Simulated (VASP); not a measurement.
# TaN (Fm-3m) in VASP: notebook

The runs below take TaN through relaxation of cell and atoms, single point, with PBEsol, PBEsol+U.

Everything below comes from runs of VASP 6.6.1. Logs are shortened: lines on timing, memory, paths and dates and some standing lists are left out, and cuts for length are marked.

## Step 1: The cell of the first run

The structure is cubic, space group Fm-3m (No. 225). Conventional cell: a = 4.423 Å, b = 4.423 Å, c = 4.423 Å, α = 90.00°, β = 90.00°, γ = 90.00°. Within 2.9 Å of Ta (site symmetry m-3m) lie 6 N at 2.21 Å. Within 2.9 Å of N (site symmetry m-3m) lie 6 Ta at 2.21 Å.

## Step 2: Relaxation of cell and atoms, PBEsol, target pressure 30 GPa, at which the enthalpy is minimised

INCAR reads:

```
SYSTEM = TaN
PREC = Accurate
ENCUT = 600
EDIFF = 1E-7
ISMEAR = -1
SIGMA = 0.05
LREAL = .False.
LASPH = .True.
NELM = 80
ALGO = Normal
ISIF = 3
LWAVE = .False.
LCHARG = .False.
GGA = PS
IBRION = 2
NSW = 80
EDIFFG = -0.005
PSTRESS = 300.0
```

KPOINTS reads:

```
Automatic mesh
0
Gamma
  10 10 10
  0 0 0
```

POSCAR reads:

```
TaN
1.0
    0.0000000000      2.2113230000      2.2113230000
    2.2113230000      0.0000000000      2.2113230000
    2.2113230000      2.2113230000      0.0000000000
Ta N
1 1
Direct
    0.5000000000      0.5000000000      0.5000000000
    0.0000000000      0.0000000000      0.0000000000
```

Potentials or basis: VASP PAW PBE potentials, release 64 (Ta_pv, N).

On the command line:

```sh
cat potpaw_PBE.64/Ta_pv/POTCAR potpaw_PBE.64/N/POTCAR > POTCAR
mpirun -np 1 vasp_std > vasp.out
```

OUTCAR:

```text
SYSTEM = TaN
   PREC = Accurate
   ENCUT = 600
   EDIFF = 1E-7
   ISMEAR = -1
   LREAL = .False.
   LASPH = .True.
   NELM = 80
   ISIF = 3
   GGA = PS
   IBRION = 2
   NSW = 80
   EDIFFG = -0.005
   PSTRESS = 300.0

 ion  position               nearest neighbor table
   1  0.500  0.500  0.500-   2 2.21   2 2.21   2 2.21   2 2.21   2 2.21   2 2.21
   2  0.000  0.000  0.000-   1 2.21   1 2.21   1 2.21   1 2.21   1 2.21   1 2.21

  LATTYP: Found a face centered cubic cell.
 ALAT       =     4.4226460000

  Lattice vectors:

 A1 = (   0.0000000000,   2.2113230000,   2.2113230000)
 A2 = (   2.2113230000,   0.0000000000,   2.2113230000)
 A3 = (   2.2113230000,   2.2113230000,   0.0000000000)

Analysis of symmetry for initial positions (statically):
=====================================================================
 Subroutine PRICEL returns:
 Original cell was already a primitive cell.

 Routine SETGRP: Setting up the symmetry group for a
 face centered cubic supercell.

 Subroutine GETGRP returns: Found 48 space group operations
 (whereof 48 operations were pure point group operations)
 out of a pool of 48 trial point group operations.

The static configuration has the point symmetry O_h .

Analysis of symmetry for dynamics (positions and initial velocities):
=====================================================================
 Subroutine PRICEL returns:
 Original cell was already a primitive cell.

 Routine SETGRP: Setting up the symmetry group for a
 face centered cubic supercell.

 Subroutine GETGRP returns: Found 48 space group operations
 (whereof 48 operations were pure point group operations)
 out of a pool of 48 trial point group operations.

The dynamic configuration has the point symmetry O_h .

 Subroutine INISYM returns: Found 48 space group operations
 (whereof 48 operations are pure point group operations),
 and found     1 'primitive' translations

----------------------------------------------------------------------------------------

                                     Primitive cell

  volume of cell :      21.6265

  direct lattice vectors                    reciprocal lattice vectors
     0.000000000  2.211323000  2.211323000    -0.226108985  0.226108985  0.226108985
     2.211323000  0.000000000  2.211323000     0.226108985 -0.226108985  0.226108985
     2.211323000  2.211323000  0.000000000     0.226108985  0.226108985 -0.226108985

  length of vectors
     3.127282977  3.127282977  3.127282977     0.391632251  0.391632251  0.391632251

  position of ions in fractional coordinates (direct lattice)
     0.500000000  0.500000000  0.500000000
     0.000000000  0.000000000  0.000000000

  ion indices of the primitive-cell ions
   primitive index   ion index
                 1           1
                 2           2

----------------------------------------------------------------------------------------

 KPOINTS: Automatic mesh

Automatic generation of k-mesh.
 Grid dimensions read from file:
 generate k-points for:   10   10   10

 Generating k-lattice:

  Cartesian coordinates                     Fractional coordinates (reciprocal lattice)
    -0.022610899  0.022610899  0.022610899     0.100000000  0.000000000  0.000000000
     0.022610899 -0.022610899  0.022610899     0.000000000  0.100000000  0.000000000
     0.022610899  0.022610899 -0.022610899     0.000000000  0.000000000  0.100000000

  Length of vectors
     0.039163225  0.039163225  0.039163225

  Shift w.r.t. Gamma in fractional coordinates (k-lattice)
     0.000000000  0.000000000  0.000000000

 Subroutine IBZKPT returns following result:
 ===========================================

 Found     47 irreducible k-points:

 Following reciprocal coordinates:
            Coordinates               Weight
  0.000000  0.000000  0.000000      1.000000
  0.100000  0.000000  0.000000      8.000000
  0.200000  0.000000  0.000000      8.000000
  0.300000  0.000000  0.000000      8.000000
  0.400000  0.000000  0.000000      8.000000
  0.500000  0.000000  0.000000      4.000000
[... 16 lines left out ...]
  0.300000  0.300000  0.000000      6.000000
  0.400000  0.300000  0.000000     24.000000
 [... further k-points ...]
   k-points           NKPTS =     47   k-points in BZ     NKDIM =     47   number of bands    NBANDS=     12
   number of dos      NEDOS =    301   number of ions     NIONS =      2
   total plane-waves  NPLWV =  21952
   dimension x,y,z NGX =    28 NGY =   28 NGZ =   28
   dimension x,y,z NGXF=    56 NGYF=   56 NGZF=   56
   ions per type =               1   1
   NGX,Y,Z   is equivalent  to a cutoff of  14.88, 14.88, 14.88 a.u.
   NGXF,Y,Z  is equivalent  to a cutoff of  29.77, 29.77, 29.77 a.u.
 SYSTEM =  TaN
   PREC   = accura    normal or accurate (medium, high low for compatibility)
   ISTART =      0    job   : 0-new  1-cont  2-samecut
   ICHARG =      2    charge: 1-file 2-atom 10-const
   ISPIN  =      1    spin polarized calculation?
   LNONCOLLINEAR =      F non collinear calculations
   LSORBIT =      F    spin-orbit coupling
   LASPH  =      T    aspherical Exc in radial PAW
   ENCUT  =  600.0 eV  44.10 Ry    6.64 a.u.   6.25  6.25  6.25*2*pi/ulx,y,z
   NELM   =     80;   NELMIN=  2; NELMDL= -5     # of ELM steps
   EDIFF  = 0.1E-06   stopping-criterion for ELM
   LREAL  =      F    real-space projection
   EDIFFG = -.5E-02   stopping-criterion for IOM
   NSW    =     80    number of steps for IOM
   IBRION =      2    ionic relax: 0-MD 1-quasi-New 2-CG
   NFREE  =      1    steps in history (QN), initial steepest desc. (CG)
   ISIF   =      3    stress and relaxation
   ISYM   =      2    0-nonsym 1-usesym 2-fastsym
   POTIM  = 0.5000    time-step for ionic-motion
   TEBEG  =    0.0;   TEEND  =   0.0 temperature during run
   PSTRESS=  300.0 pullay stress
   NELECT =      16.0000    total number of electrons
   NUPDOWN=      -1.0000    fix difference up-down
   EMIN   =  10.00;   EMAX   =-10.00  energy-range for DOS
   EFERMI =   0.00;   METHOD = LEGACY
   ISMEAR =    -1;   SIGMA  =   0.05  broadening in eV -4-tet -1-fermi 0-gaus
   EFERMI_NEDOS =   21; number of points for ismear=-14 and -15
   IALGO  =     38    algorithm
   IMIX   =      4    mixing-type and parameters
     AMIX     =   0.40;   BMIX     =  1.00
     AMIX_MAG =   1.60;   BMIX_MAG =  1.00
  volume/ion in A,a.u.               =      10.81        72.97
  Fermi-wavevector in a.u.,A,eV,Ry     =   1.480651  2.798024 29.828417  2.192327
  Thomas-Fermi vector in A             =   2.594659
   LORBIT       =      0    0 simple, 1 ext, 2 COOP (PROOUT), +10 PAW based schemes
   GGA     = PS    functional components
   LHFCALC =     F    Hartree Fock is set to
   AEXX    =    0.0000 exact exchange contribution
   IVDW    =     0    specifies the selected vdW correction
   LEPSILON=     F    determine dielectric tensor
   LRPA    =     F    only Hartree local field effects (RPA)
 conjugate gradient relaxation of ions
 non-spin polarized calculation
  energy-cutoff  :      600.00
  volume of cell :       21.63
 maximum number of plane-waves:       740
 NGX is ok and might be reduce to    28
   NGX = 13   NGY = 13   NGZ = 13

--------------------------------------- Ionic step        1  -------------------------------------------

 number of electron      15.9999999 magnetization

 Free energy of the ion-electron system (eV)
  ---------------------------------------------------
  ext. energy  EPLUGINS =         0.00000000
  ---------------------------------------------------
  free energy    TOTEN  =       -23.21029461 eV

  energy without entropy =      -23.20411939  energy(sigma->0) =      -23.20720700

 E-fermi :   9.2099     XC(G=0): -13.4968

 val. band max:        9.2015227861   @ k =   0.0000   0.0000   0.0000
 cond. band min:       9.2488715819   @ k =  -0.3000   0.3000   0.1000
 fundamental gap:      0.0473487959
 Fermi energy:         9.2099132417

 k-point     1 :       0.0000    0.0000    0.0000
  band No.  band energies     occupation
      1     -26.5652      2.00000
      2     -26.5652      2.00000
      3     -26.5652      2.00000
      4      -9.4744      2.00000
      5       5.4499      2.00000
      6       5.4499      2.00000
      7       5.4499      2.00000
      8       7.0985      2.00000
      9       7.0985      2.00000
     10       7.0985      2.00000
     11       9.2015      1.08371
     12       9.2015      1.08371

 k-point     2 :       0.1000    0.0000    0.0000
  band No.  band energies     occupation
      1     -26.6478      2.00000
      2     -26.5728      2.00000
      3     -26.5728      2.00000
      4      -9.2395      2.00000
      5       4.3385      2.00000
      6       4.7039      2.00000
      7       4.7039      2.00000
      8       7.4528      2.00000
      9       7.4528      2.00000
     10       7.5276      2.00000
     11      10.1154      0.00000
     12      10.1154      0.00000
[... 473 lines left out ...]
  FREE ENERGIE OF THE ION-ELECTRON SYSTEM (eV)
  ---------------------------------------------------
  free  energy   TOTEN  =       -23.1189049390 eV

  energy  without entropy=      -23.1134525023  energy(sigma->0) =      -23.11617872

  enthalpy is  TOTEN    =       -19.4439109498 eV   P V=        3.6749939891

--------------------------------------- Ionic step        5  -------------------------------------------

 number of electron      15.9999999 magnetization

 Free energy of the ion-electron system (eV)
  ---------------------------------------------------
  ext. energy  EPLUGINS =         0.00000000
  ---------------------------------------------------
  free energy    TOTEN  =       -23.10375684 eV

  energy without entropy =      -23.09833146  energy(sigma->0) =      -23.10104415

 E-fermi :  10.3798     XC(G=0): -14.0601

 val. band max:       10.2753988334   @ k =  -0.2000   0.2000   0.0000
 cond. band min:      10.3945227864   @ k =   0.0000   0.0000   0.0000
 fundamental gap:      0.1191239531
 Fermi energy:        10.3798193767

 k-point     1 :       0.0000    0.0000    0.0000
  band No.  band energies     occupation
      1     -25.1957      2.00000
      2     -25.1957      2.00000
      3     -25.1957      2.00000
      4      -9.1456      2.00000
      5       6.3356      2.00000
      6       6.3356      2.00000
      7       6.3356      2.00000
      8       7.9716      2.00000
      9       7.9716      2.00000
     10       7.9716      2.00000
     11      10.3945      0.85402
     12      10.3945      0.85402

 k-point     2 :       0.1000    0.0000    0.0000
  band No.  band energies     occupation
      1     -25.3198      2.00000
      2     -25.2062      2.00000
      3     -25.2062      2.00000
      4      -8.8572      2.00000
      5       5.1430      2.00000
      6       5.4780      2.00000
      7       5.4780      2.00000
      8       8.3768      2.00000
      9       8.3768      2.00000
     10       8.4913      2.00000
     11      11.4451      0.00000
     12      11.4451      0.00000
[... 352 lines left out ...]
 POSITION                                       TOTAL-FORCE (eV/Angst)
 -----------------------------------------------------------------------------------
      2.13789      2.13789      2.13789        -0.000000      0.000000      0.000000
      0.00000      0.00000      0.00000         0.000000     -0.000000     -0.000000
 -----------------------------------------------------------------------------------
    total drift:                                0.000000      0.000000      0.000000

  FREE ENERGIE OF THE ION-ELECTRON SYSTEM (eV)
  ---------------------------------------------------
  free  energy   TOTEN  =       -23.1037568369 eV

  energy  without entropy=      -23.0983314558  energy(sigma->0) =      -23.10104415

  enthalpy is  TOTEN    =       -19.4444468349 eV   P V=        3.6593100019

 reached required accuracy - stopping structural energy minimisation
```

Wall time 98 s (1 thread of Intel Xeon Platinum 8175M at 2.50GHz (Skylake/Cascade Lake), shared host); peak memory 0.18 GiB.

What came out:

| Item | Value |
| --- | --- |
| Free energy | -23.1038 eV |
| Relaxed volume | 9.77 Å³/atom |
| Relaxed cell | a = 3.023 Å, b = 3.023 Å, c = 3.023 Å, α = 60.00°, β = 60.00°, γ = 60.00° |
| Space group after relaxing (to 0.05 Å) | Fm-3m (No. 225) |
| Energy change on relaxing (the enthalpy is what falls) | +53.3 meV/atom |
| Ionic steps | 5 |
| Pressure after relaxing | 30.0 GPa |
| Band gap on the k mesh | zero (band 8 reaches 12.53 eV, above the bottom of band 9 at 7.97 eV) |

The path:
```
step  energy change (eV)  largest force (eV/Å)  pressure (GPa)  volume (Å³)
   1              0.0000                0.0000          -10.01        21.63
   2              4.8588                0.0000          327.24        14.23
   3              0.0632                0.0000           23.80        19.80
   4              0.0914                0.0000           27.95        19.63
   5              0.1065                0.0000           30.01        19.54
```

Final structure:
```xyz
2
Lattice="0.0000 2.1379 2.1379 2.1379 0.0000 2.1379 2.1379 2.1379 0.0000" Properties=species:S:1:pos:R:3 pbc="T T T"
Ta    2.1379    2.1379    2.1379
N     0.0000    0.0000    0.0000
```

Caveat: the cell is relaxed towards a set pressure, so the enthalpy falls and the energy may rise; the PAW data sets were made with another functional, which shifts forces and pressure a little; spin-orbit coupling is left out, which moves the levels of the heavy elements.

[end of part 1 of 2]
